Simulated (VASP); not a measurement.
# Sb (I4/mcm) in VASP: vibrations by perturbation theory with PBEsol

Aim: the vibrations by perturbation theory of Sb with PBEsol.

Everything below comes from runs of VASP 6.6.1. Logs are shortened: lines on timing, memory, paths and dates and some standing lists are left out, and cuts for length are marked.

### Step 1. The cell of the first run

Symmetry: I4/mcm, No. 140, tetragonal system. Conventional cell: a = 8.060 Å, b = 8.060 Å, c = 4.051 Å, α = 90.00°, β = 90.00°, γ = 90.00°. Within 4.1 Å of Sb (site symmetry m2m) lie 9 Sb at 3.03 to 4.05 Å.

### Step 2. Vibrations by perturbation theory, PBEsol

Contents of INCAR:

```
SYSTEM = Sb
  ALGO = Normal
  EDIFF = 1E-8
  ENCUT = 520
  GGA = PS
  IBRION = 8
  ISIF = 2
  ISMEAR = -1
  LASPH = .TRUE.
  LCHARG = .TRUE.
  LREAL = .FALSE.
  LWAVE = .FALSE.
  NELM = 100
  NSW = 1
  PREC = Accurate
  SIGMA = 0.05
```

Contents of KPOINTS:

```
k-points
0
G
  6 6 6
  0 0 0
```

Contents of POSCAR:

```
Sb
1.0
   -4.0300106443      4.0300106443      2.0254867038
    4.0300106443     -4.0300106443      2.0254867038
    4.0300106443      4.0300106443     -2.0254867038
Sb
4
Direct
    0.6512630600      0.1512630600      0.8025261200
    0.1512630600      0.3487369400      0.5000000000
    0.3487369400      0.8487369400      0.1974738800
    0.8487369400      0.6512630600      0.5000000000
```

Potentials or basis: VASP PAW PBE potentials, release 64 (Sb).

Command:

```bash
$ cat potpaw_PBE.64/Sb/POTCAR > POTCAR
$ mpirun -np 1 vasp_std > vasp.out
```

OUTCAR:

```text
SYSTEM = Sb
   EDIFF = 1E-8
   ENCUT = 520
   GGA = PS
   IBRION = 8
   ISIF = 2
   ISMEAR = -1
   LASPH = .TRUE.
   LREAL = .FALSE.
   NELM = 100
   NSW = 1
   PREC = Accurate

 ion  position               nearest neighbor table
   1  0.651  0.151  0.803-   3 3.03   3 3.03   2 3.17   4 3.17   2 3.17   4 3.17   3 3.45
   2  0.151  0.349  0.500-   4 3.03   4 3.03   1 3.17   3 3.17   1 3.17   3 3.17   4 3.45
   3  0.349  0.849  0.197-   1 3.03   1 3.03   2 3.17   4 3.17   4 3.17   2 3.17   1 3.45
   4  0.849  0.651  0.500-   2 3.03   2 3.03   1 3.17   3 3.17   3 3.17   1 3.17   2 3.45

  LATTYP: Found a body centered tetragonal cell.
 ALAT       =     8.0600212886
 C/A-ratio  =     0.5026008322

  Lattice vectors:

 A1 = (  -4.0300106443,   4.0300106443,   2.0254867038)
 A2 = (   4.0300106443,  -4.0300106443,   2.0254867038)
 A3 = (   4.0300106443,   4.0300106443,  -2.0254867038)

Analysis of symmetry for initial positions (statically):
=====================================================================
 Subroutine PRICEL returns:
 Original cell was already a primitive cell.

 Routine SETGRP: Setting up the symmetry group for a
 body centered tetragonal supercell.

 Subroutine GETGRP returns: Found 16 space group operations
 (whereof  8 operations were pure point group operations)
 out of a pool of 16 trial point group operations.

The static configuration has the point symmetry C_4h.
 The point group associated with its full space group is D_4h.

Analysis of symmetry for dynamics (positions and initial velocities):
=====================================================================
 Subroutine PRICEL returns:
 Original cell was already a primitive cell.

 Routine SETGRP: Setting up the symmetry group for a
 body centered tetragonal supercell.

 Subroutine GETGRP returns: Found 16 space group operations
 (whereof  8 operations were pure point group operations)
 out of a pool of 16 trial point group operations.

The dynamic configuration has the point symmetry C_4h.
 The point group associated with its full space group is D_4h.

 Subroutine INISYM returns: Found 16 space group operations
 (whereof  8 operations are pure point group operations),
 and found     1 'primitive' translations

----------------------------------------------------------------------------------------

                                     Primitive cell

  volume of cell :     131.5836

  direct lattice vectors                    reciprocal lattice vectors
    -4.030010644  4.030010644  2.025486704     0.000000000  0.124069151  0.246854249
     4.030010644 -4.030010644  2.025486704     0.124069151  0.000000000  0.246854249
     4.030010644  4.030010644 -2.025486704     0.124069151  0.124069151  0.000000000

  length of vectors
     6.048517833  6.048517833  6.048517833     0.276279161  0.276279161  0.175460276

  position of ions in fractional coordinates (direct lattice)
     0.651263060  0.151263060  0.802526120
     0.151263060  0.348736940  0.500000000
[... 549 lines left out ...]

  FORCE on cell =-STRESS in cart. coord.  units (eV):
  Direction    XX          YY          ZZ          XY          YZ          ZX
  --------------------------------------------------------------------------------------
  -------------------------------------------------------------------------------------
  Total       -0.4017474     -0.4017474     -0.1514071      0.0000000      0.0000000      0.0000000
  in kB       -4.8917228     -4.8917228     -1.8435509      0.0000000      0.0000000      0.0000000
  external PRESSURE =      -3.8756655 kB  Pullay stress =       0.0000000 kB

 VOLUME and BASIS-vectors are now :
 -----------------------------------------------------------------------------
  energy-cutoff  :      520.00
  volume of cell :      131.58
      direct lattice vectors                 reciprocal lattice vectors
    -4.030010644  4.030010644  2.025486704     0.000000000  0.124069151  0.246854249
     4.030010644 -4.030010644  2.025486704     0.124069151  0.000000000  0.246854249
     4.030010644  4.030010644 -2.025486704     0.124069151  0.124069151  0.000000000

 POSITION                                       TOTAL-FORCE (eV/Angst)
 -----------------------------------------------------------------------------------
      1.21918      5.24919     -0.00000        -0.072008     -0.072008     -0.000000
      2.81083      1.21918      0.00000         0.072008     -0.072008     -0.000000
      2.81083     -1.21918      2.02549         0.072008      0.072008      0.000000
      1.21918      2.81083      2.02549        -0.072008      0.072008     -0.000000
 -----------------------------------------------------------------------------------
    total drift:                                0.000000     -0.000000      0.000000

  FREE ENERGIE OF THE ION-ELECTRON SYSTEM (eV)
  ---------------------------------------------------
  free  energy   TOTEN  =       -17.1192070085 eV

  energy  without entropy=      -17.0868310214  energy(sigma->0) =      -17.10301901

[... ionic steps 2 to 3 ...]

--------------------------------------- Ionic step        4  -------------------------------------------

------------------------ aborting loop because EDIFF is reached ----------------------------------------

[... ionic steps 5 to 5 ...]

--------------------------------------- Ionic step        6  -------------------------------------------

 Free energy of the ion-electron system (eV)
  ---------------------------------------------------
  ---------------------------------------------------
  free energy    TOTEN  =        -0.02418347 eV

  energy without entropy =       -0.02418347

------------------------ aborting loop because EDIFF is reached ----------------------------------------

 INTERNAL STRAIN TENSOR  FOR ION    1  DIRECTION 3   (eV/Angst):
 -----------------------------------------------------------------------------
    -0.00649 -0.00315  3.52083
    -0.00315 -0.00649  3.52083
     3.86853  3.86853  0.01235

 INTERNAL STRAIN TENSOR FOR ION    4 for displacements in x,y,z  (eV/Angst):
          X           Y           Z          XY          YZ          ZX
  --------------------------------------------------------------------------------
  x    -2.59427    -0.25566    -1.52926    -2.64462     0.00000     0.00000
  y     0.25566     2.59427     1.52926     2.58251     0.00000     0.00000
  z     0.00000     0.00000     0.00000     0.00000    -3.86853     3.52083

 SECOND DERIVATIVES (NOT SYMMETRIZED)
 ------------------------------------
               1X          1Y          1Z          2X          2Y          2Z          3X          3Y          3Z          4X          4Y          4Z
  1X    -2.352999   -0.402134    0.000000    1.342357    0.240587   -0.000000    0.242415    0.406139    0.000000    0.768227   -0.244591   -0.000000
  1Y    -0.402134   -2.352999   -0.000000   -0.244591    0.768227    0.000000    0.406139    0.242415   -0.000000    0.240587    1.342357    0.000000
  1Z     0.000000    0.000000   -1.508002   -0.000000   -0.000000    0.689114   -0.000000    0.000000    0.129774   -0.000000   -0.000000    0.689114
  2X     1.342357   -0.240587   -0.000000   -2.352999    0.402134    0.000000    0.768227    0.244591   -0.000000    0.242415   -0.406139    0.000000
  2Y     0.244591    0.768227   -0.000000    0.402134   -2.352999    0.000000   -0.240587    1.342357   -0.000000   -0.406139    0.242415    0.000000
  2Z    -0.000000    0.000000    0.689114    0.000000   -0.000000   -1.508002   -0.000000    0.000000    0.689114   -0.000000   -0.000000    0.129774
  3X     0.242415    0.406139    0.000000    0.768227   -0.244591   -0.000000   -2.352999   -0.402134    0.000000    1.342357    0.240587   -0.000000
  3Y     0.406139    0.242415   -0.000000    0.240587    1.342357    0.000000   -0.402134   -2.352999   -0.000000   -0.244591    0.768227    0.000000
  3Z    -0.000000    0.000000    0.129774   -0.000000   -0.000000    0.689114    0.000000    0.000000   -1.508002   -0.000000   -0.000000    0.689114
  4X     0.768227    0.244591   -0.000000    0.242415   -0.406139    0.000000    1.342357   -0.240587   -0.000000   -2.352999    0.402134    0.000000
  4Y    -0.240587    1.342357   -0.000000   -0.406139    0.242415    0.000000    0.244591    0.768227   -0.000000    0.402134   -2.352999    0.000000
  4Z    -0.000000    0.000000    0.689114   -0.000000   -0.000000    0.129774   -0.000000    0.000000    0.689114    0.000000   -0.000000   -1.508002

 Eigenvectors and eigenvalues of the dynamical matrix
 ----------------------------------------------------

   1 f  =    2.910937 THz    18.289956 2PiTHz   97.098403 cm-1    12.038662 meV
             X         Y         Z           dx          dy          dz
      1.219183  5.249194 -0.000000    -0.387391    0.316849   -0.000000
      2.810827  1.219183  0.000000     0.386791   -0.316114   -0.000000
      2.810827 -1.219183  2.025487    -0.387391    0.316849    0.000000
      1.219183  2.810827  2.025487     0.386791   -0.316114   -0.000000
[... 57 lines left out ...]
  10 f  =    0.000000 THz     0.000000 2PiTHz    0.000001 cm-1     0.000000 meV
             X         Y         Z           dx          dy          dz
      1.219183  5.249194 -0.000000    -0.000000   -0.000000    0.500000
      2.810827  1.219183  0.000000    -0.000000   -0.000000    0.500000
      2.810827 -1.219183  2.025487    -0.000000   -0.000000    0.500000
      1.219183  2.810827  2.025487    -0.000000   -0.000000    0.500000

  11 f/i=    0.002762 THz     0.017353 2PiTHz    0.092122 cm-1     0.011422 meV
             X         Y         Z           dx          dy          dz
      1.219183  5.249194 -0.000000     0.348679    0.359023    0.000000
      2.810827  1.219183  0.000000     0.347998    0.358362    0.000000
      2.810827 -1.219183  2.025487     0.348679    0.359023    0.000000
      1.219183  2.810827  2.025487     0.347998    0.358362    0.000000

  12 f/i=    0.002762 THz     0.017353 2PiTHz    0.092122 cm-1     0.011422 meV
             X         Y         Z           dx          dy          dz
      1.219183  5.249194 -0.000000    -0.358362    0.347998   -0.000000
      2.810827  1.219183  0.000000    -0.359023    0.348679    0.000000
      2.810827 -1.219183  2.025487    -0.358362    0.347998    0.000000
      1.219183  2.810827  2.025487    -0.359023    0.348679    0.000000

--------------------------------------------------------------------------------------------------------

 ELASTIC MODULI CONTR FROM IONIC RELAXATION (kBar)
 Direction    XX          YY          ZZ          XY          YZ          ZX
 --------------------------------------------------------------------------------
 XX        -103.4211     -9.8415    -60.7759      0.0000      0.0000      0.0000
 YY          -9.8415   -103.4211    -60.7759      0.0000     -0.0000     -0.0000
 ZZ         -60.7759    -60.7759    -65.2238      0.0000      0.0000     -0.0000
 XY           0.0000      0.0000      0.0000   -200.8614     -0.0000     -0.0000
 YZ           0.0000     -0.0000      0.0000     -0.0000   -445.0470      0.0000
 ZX           0.0000     -0.0000     -0.0000     -0.0000      0.0000   -368.6408
 --------------------------------------------------------------------------------
```

Wall time 15 min (1 thread of Intel Xeon 8259CL, shared host); peak memory 0.54 GiB.

Results:

```yaml
Highest_phonon_frequency_at_Γ: 97 cm⁻¹
```

Phonon frequencies in cm⁻¹ (negative: imaginary):
| q point | frequencies |
| --- | --- |
| (0.000, 0.000, 0.000) | 0 0 0 40 60 60 78 80 86 88 97 97 |

Caveat: the PAW data sets were made with another functional, which shifts forces and pressure a little; spin-orbit coupling is left out, which moves the levels of the heavy elements.
